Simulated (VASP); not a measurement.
# AlP (m) (Imm2) in VASP: notebook, part 2 of 2

VASP 6.6.1.

### Step 4. Single point, PBE

File INCAR:

```
PREC     = Accurate       # precision mode
ENCUT    = 500            # plane-wave cutoff, eV
EDIFF    = 1E-6           # SCF threshold, eV
ISMEAR   = 0              # smearing method
SIGMA    = 0.02           # smearing width, eV
LREAL    = False          # projectors in reciprocal space
LASPH    = True           # aspherical terms in the spheres
NELM     = 120            # most SCF steps
ALGO     = Normal         # electronic algorithm
ISIF     = 2              # what is computed and relaxed
LWAVE    = False          # write WAVECAR
LCHARG   = False          # write CHGCAR
GGA      = PE             # functional
NBANDS   = 16             # bands
GGA_COMPAT= False
```

File KPOINTS:

```
Automatic mesh
0
Gamma
  8 6 8
```

File POSCAR:

```
AlP
1.0
    3.8937924169      0.0000000000      0.0000000000
    0.0000000000      5.5066540450      0.0000000000
    0.0000000000      0.0000000000      3.8948594176
Al P
2 2
Direct
    0.0000000000      0.0000000000      0.0000000000
    0.5000000000      0.5000000000      0.5000000000
    0.0000000000      0.2500000000      0.5000000000
    0.5000000000      0.7500000000      0.0000000000
```

Potentials or basis: VASP PAW PBE potentials, release 64 (Al, P).

Run with:

```sh
> cat potpaw_PBE.64/Al/POTCAR potpaw_PBE.64/P/POTCAR > POTCAR
> mpirun -np 1 vasp_std > vasp.out
```

OUTCAR:

```text
PREC = Accurate
   ENCUT = 500
   EDIFF = 1E-6
   ISMEAR = 0
   LREAL = False
   LASPH = True
   NELM = 120
   ISIF = 2
   GGA = PE

 ion  position               nearest neighbor table
   1  0.000  0.000  0.000-   4 2.38   4 2.38   3 2.38   3 2.38
   2  0.500  0.500  0.500-   3 2.38   3 2.38   4 2.38   4 2.38
   3  0.000  0.250  0.500-   2 2.38   2 2.38   1 2.38   1 2.38
   4  0.500  0.750  0.000-   1 2.38   1 2.38   2 2.38   2 2.38

  LATTYP: Found a simple orthorhombic cell.
 ALAT       =     3.8937924169
 B/A-ratio  =     1.0002740261
 C/A-ratio  =     1.4142135624

  Lattice vectors:

 A1 = (  -3.8937924169,   0.0000000000,   0.0000000000)
 A2 = (   0.0000000000,   0.0000000000,   3.8948594176)
 A3 = (   0.0000000000,   5.5066540450,   0.0000000000)

Analysis of symmetry for initial positions (statically):
=====================================================================
 Subroutine PRICEL returns following result:

  LATTYP: Found a body centered orthorhombic cell.
 ALAT       =     3.8937924169
 B/A-ratio  =     1.0002740261
 C/A-ratio  =     1.4142135624

  Lattice vectors:

 A1 = (   1.9468962085,   2.7533270225,   1.9474297088)
 A2 = (  -1.9468962085,   2.7533270225,  -1.9474297088)
 A3 = (  -1.9468962085,  -2.7533270225,   1.9474297088)

   2 primitive cells build up your supercell.

 Routine SETGRP: Setting up the symmetry group for a
 simple orthorhombic supercell.

 Subroutine GETGRP returns: Found  4 space group operations
 (whereof  4 operations were pure point group operations)
 out of a pool of  8 trial point group operations.

The static configuration has the point symmetry C_2v.

Analysis of symmetry for dynamics (positions and initial velocities):
=====================================================================
 Subroutine PRICEL returns following result:

  LATTYP: Found a body centered orthorhombic cell.
 ALAT       =     3.8937924169
 B/A-ratio  =     1.0002740261
 C/A-ratio  =     1.4142135624

  Lattice vectors:

 A1 = (   1.9468962085,   2.7533270225,   1.9474297088)
 A2 = (  -1.9468962085,   2.7533270225,  -1.9474297088)
 A3 = (  -1.9468962085,  -2.7533270225,   1.9474297088)

   2 primitive cells build up your supercell.

 Routine SETGRP: Setting up the symmetry group for a
 simple orthorhombic supercell.

 Subroutine GETGRP returns: Found  4 space group operations
 (whereof  4 operations were pure point group operations)
 out of a pool of  8 trial point group operations.

The dynamic configuration has the point symmetry C_2v.

 Subroutine INISYM returns: Found  4 space group operations
 (whereof  4 operations are pure point group operations),
 and found     2 'primitive' translations

----------------------------------------------------------------------------------------

                                     Primitive cell

  volume of cell :      41.7563

  direct lattice vectors                    reciprocal lattice vectors
[... 28 lines left out ...]
     0.000000000  0.030266413  0.000000000     0.000000000  0.166666667  0.000000000
     0.000000000  0.000000000  0.032093585     0.000000000  0.000000000  0.125000000

  Length of vectors
     0.032102379  0.030266413  0.032093585

  Shift w.r.t. Gamma in fractional coordinates (k-lattice)
     0.000000000  0.000000000  0.000000000

 Subroutine IBZKPT returns following result:
 ===========================================

 Found    100 irreducible k-points:

 Following reciprocal coordinates:
            Coordinates               Weight
  0.000000  0.000000  0.000000      1.000000
  0.125000  0.000000  0.000000      2.000000
  0.250000  0.000000  0.000000      2.000000
  0.375000  0.000000  0.000000      2.000000
  0.500000  0.000000  0.000000      1.000000
  0.000000  0.166667  0.000000      2.000000
[... 16 lines left out ...]
  0.250000  0.000000  0.125000      4.000000
  0.375000  0.000000  0.125000      4.000000
 [... further k-points ...]
   k-points           NKPTS =    100   k-points in BZ     NKDIM =    100   number of bands    NBANDS=     16
   number of dos      NEDOS =    301   number of ions     NIONS =      4
   total plane-waves  NPLWV =  31360
   dimension x,y,z NGX =    28 NGY =   40 NGZ =   28
   dimension x,y,z NGXF=    56 NGYF=   80 NGZF=   56
   ions per type =               2   2
   NGX,Y,Z   is equivalent  to a cutoff of  11.95, 12.08, 11.95 a.u.
   NGXF,Y,Z  is equivalent  to a cutoff of  23.91, 24.15, 23.90 a.u.
 SYSTEM =  unknown system
   PREC   = accura    normal or accurate (medium, high low for compatibility)
   ISTART =      0    job   : 0-new  1-cont  2-samecut
   ICHARG =      2    charge: 1-file 2-atom 10-const
   ISPIN  =      1    spin polarized calculation?
   LNONCOLLINEAR =      F non collinear calculations
   LSORBIT =      F    spin-orbit coupling
   LASPH  =      T    aspherical Exc in radial PAW
   ENCUT  =  500.0 eV  36.75 Ry    6.06 a.u.   7.10 10.04  7.10*2*pi/ulx,y,z
   NELM   =    120;   NELMIN=  2; NELMDL= -5     # of ELM steps
   EDIFF  = 0.1E-05   stopping-criterion for ELM
   LREAL  =      F    real-space projection
   EDIFFG = 0.1E-04   stopping-criterion for IOM
   NSW    =      0    number of steps for IOM
   IBRION =     -1    ionic relax: 0-MD 1-quasi-New 2-CG
   NFREE  =      0    steps in history (QN), initial steepest desc. (CG)
   ISIF   =      2    stress and relaxation
   ISYM   =      2    0-nonsym 1-usesym 2-fastsym
   POTIM  = 0.5000    time-step for ionic-motion
   TEBEG  =    0.0;   TEEND  =   0.0 temperature during run
   PSTRESS=    0.0 pullay stress
   NELECT =      16.0000    total number of electrons
   NUPDOWN=      -1.0000    fix difference up-down
   EMIN   =  10.00;   EMAX   =-10.00  energy-range for DOS
   EFERMI =   0.00;   METHOD = LEGACY
   ISMEAR =     0;   SIGMA  =   0.02  broadening in eV -4-tet -1-fermi 0-gaus
   EFERMI_NEDOS =   21; number of points for ismear=-14 and -15
   IALGO  =     38    algorithm
   IMIX   =      4    mixing-type and parameters
     AMIX     =   0.40;   BMIX     =  1.00
     AMIX_MAG =   1.60;   BMIX_MAG =  1.00
  volume/ion in A,a.u.               =      20.88       140.89
  Fermi-wavevector in a.u.,A,eV,Ry     =   0.943765  1.783458 12.118615  0.890693
  Thomas-Fermi vector in A             =   2.071505
   LORBIT       =      0    0 simple, 1 ext, 2 COOP (PROOUT), +10 PAW based schemes
   GGA     = PE    functional components
   LHFCALC =     F    Hartree Fock is set to
   AEXX    =    0.0000 exact exchange contribution
   IVDW    =     0    specifies the selected vdW correction
   LEPSILON=     F    determine dielectric tensor
   LRPA    =     F    only Hartree local field effects (RPA)
 non-spin polarized calculation
 Gauss-broadening in eV      SIGMA  =   0.02
  energy-cutoff  :      500.00
  volume of cell :       83.51
 maximum number of plane-waves:      2144
   NGX = 15   NGY = 21   NGZ = 15

 number of electron      16.0000005 magnetization

 Free energy of the ion-electron system (eV)
  ---------------------------------------------------
  ext. energy  EPLUGINS =         0.00000000
  ---------------------------------------------------
  free energy    TOTEN  =       -20.75479817 eV

  energy without entropy =      -20.75479817  energy(sigma->0) =      -20.75479817

 E-fermi :   4.4389     XC(G=0):  -9.1091

 val. band max:        4.3469011324   @ k =   0.0000   0.0000   0.0000
 cond. band min:       5.9757828601   @ k =   0.0000   0.0000   0.0000
 fundamental gap:      1.6288817277
 Fermi energy:         4.4388950207

 k-point     1 :       0.0000    0.0000    0.0000
  band No.  band energies     occupation
      1      -7.0127      2.00000
      2      -4.7594      2.00000
      3      -0.8740      2.00000
      4       2.2949      2.00000
      5       2.2975      2.00000
      6       4.3458      2.00000
[... 433 lines left out ...]
      3      -0.4020      2.00000
      4       0.8861      2.00000
      5       1.1050      2.00000
      6       2.5041      2.00000
[... 8 lines left out ...]
     15      11.0732      0.00000
     16      12.2379      0.00000

 [... further k-points ...]
[... 5 lines left out ...]
  --------------------------------------------------------------------------------------
  -------------------------------------------------------------------------------------
  Total       -0.0242695     -0.0382534     -0.0482576      0.0000000      0.0000000      0.0000000
  in kB       -0.4656072     -0.7338858     -0.9258142      0.0000000      0.0000000      0.0000000
  external PRESSURE =      -0.7084358 kB  Pullay stress =       0.0000000 kB

 VOLUME and BASIS-vectors are now :
 -----------------------------------------------------------------------------
  energy-cutoff  :      500.00
  volume of cell :       83.51
      direct lattice vectors                 reciprocal lattice vectors
     3.893792417  0.000000000  0.000000000     0.256819032  0.000000000  0.000000000
     0.000000000  5.506654045  0.000000000     0.000000000  0.181598479  0.000000000
     0.000000000  0.000000000  3.894859418     0.000000000  0.000000000  0.256748676

 POSITION                                       TOTAL-FORCE (eV/Angst)
 -----------------------------------------------------------------------------------
      0.00000      0.00000      0.00000        -0.000000      0.002085     -0.000000
      1.94690      2.75333      1.94743        -0.000000      0.002085      0.000000
      0.00000      1.37666      1.94743         0.000000     -0.002085     -0.000000
      1.94690      4.12999      0.00000         0.000000     -0.002085      0.000000
 -----------------------------------------------------------------------------------
    total drift:                               -0.000000      0.000001     -0.000000

  FREE ENERGIE OF THE ION-ELECTRON SYSTEM (eV)
  ---------------------------------------------------
  free  energy   TOTEN  =       -20.7547981683 eV

  energy  without entropy=      -20.7547981683  energy(sigma->0) =      -20.75479817
```

Run time: 1.7 min. Hardware: 1 thread of Intel Xeon 8259CL, shared host; peak memory 0.25 GiB.

Results:

```
Free energy            : -20.7548 eV
Pressure               : -0.1 GPa
Band gap on the k mesh : 1.63 eV
```

Forces in eV/Å, atoms in the order of the input:
```
Al   0.000  0.002  0.000
Al   0.000  0.002  0.000
P    0.000 -0.002  0.000
P    0.000 -0.002  0.000
```

Levels at points of the mesh, in eV from the valence-band top:
| k point | band 6 | band 7 | band 8 | band 9 | band 10 | band 11 |
| --- | --- | --- | --- | --- | --- | --- |
| (0.00, 0.00, 0.00) | 0.00 | 0.00 | 0.00 | 1.63 | 2.47 | 3.09 |
| (0.50, 0.00, 0.00) | -2.75 | -0.82 | -0.82 | 3.74 | 3.74 | 6.03 |
| (0.00, 0.50, 0.00) | -1.26 | -1.25 | -1.25 | 2.86 | 2.86 | 4.05 |
| (0.50, 0.50, 0.00) | -0.75 | -0.75 | -0.75 | 2.72 | 2.72 | 4.81 |
| (0.00, 0.00, 0.50) | -2.75 | -0.82 | -0.82 | 3.74 | 3.74 | 6.03 |
| (0.50, 0.00, 0.50) | -2.05 | -2.05 | -2.05 | 1.63 | 1.63 | 2.48 |
| (0.00, 0.50, 0.50) | -0.75 | -0.75 | -0.75 | 2.72 | 2.72 | 4.81 |
| (0.50, 0.50, 0.50) | -3.08 | -2.73 | -2.73 | 4.32 | 4.32 | 5.81 |
